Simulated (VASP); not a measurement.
## CdTe (zincblende type): relaxation of cell and atoms with r2SCAN

The system is CdTe (zincblende type).

```xyz
2
Lattice="0.0000 3.1072 3.1072 3.1072 0.0000 3.1072 3.1072 3.1072 0.0000" Properties=species:S:1:pos:R:3 pbc="T T T"
Cd    0.0000    0.0000    0.0000
Te    1.5536    1.5536    1.5536
```

| Property | Result |
| --- | --- |
| Program | VASP 6.6.1 |
| Task | relaxation of cell and atoms |
| Functional | r2SCAN |
| Potentials or basis | VASP PAW PBE potentials, release 64 (Cd, Te) |
| Cutoff | 600 eV |
| k mesh | 11 × 11 × 11 |
| Occupations | fermi-dirac, width 0.1 eV |
| Spin | no spin polarisation |
| Dipole correction | no |
| Further INCAR settings | ALGO = Normal; EDIFF = 1e-06; IBRION = 2; EDIFFG = -0.005; NSW = 60; ISIF = 3 |

```yaml
Relaxed_volume: 35.31 Å³/atom
Relaxed_cell: a = 4.640 Å, b = 4.640 Å, c = 4.640 Å, α = 60.00°, β = 60.00°, γ = 60.00°
Space_group_after_relaxing_to_0.1_Å: F-43m (No. 216)
Energy_gained_by_relaxing: 136.7 meV/atom
Ionic_steps: 5
Pressure_after_relaxing: 0.0 GPa
Band_gap_on_the_k_mesh: 1.15 eV
```

The path:
| step | energy change (eV) | largest force (eV/Å) | pressure (GPa) | volume (Å³) |
| --- | --- | --- | --- | --- |
| 1 | 0.0000 | 0.0000 | 9.62 | 60.00 |
| 2 | -0.2118 | 0.0000 | -2.84 | 77.04 |
| 3 | -0.2733 | 0.0000 | 0.04 | 70.58 |
| 4 | -0.2733 | 0.0000 | -0.08 | 70.80 |
| 5 | -0.2733 | 0.0000 | 0.02 | 70.63 |

Final structure:
```
CELL_PARAMETERS angstrom
0.00000 3.28082 3.28082
3.28082 0.00000 3.28082
3.28082 3.28082 0.00000
ATOMIC_POSITIONS crystal
Cd 0.00000 0.00000 0.00000
Te 0.25000 0.25000 0.25000
```

Levels at points of the mesh, in eV from the valence-band top:
| k point | band 6 | band 7 | band 8 | band 9 | band 10 | band 11 | band 12 | band 13 |
| --- | --- | --- | --- | --- | --- | --- | --- | --- |
| (0.00, 0.00, 0.00) | -8.18 | 0.00 | 0.00 | 0.00 | 1.15 | 5.06 | 5.06 | 5.06 |

Wall time 5 min on 1 thread of Intel(R) Xeon(R) 6975P-C (Granite Rapids), on a shared host, peak memory 0.28 GiB.

Caveat: the volume moved by over 15 % at a fixed basis, so the end points are rough; the PAW data sets were made with another functional, which shifts forces and pressure a little; spin-orbit coupling is left out, which moves the levels of the heavy elements.
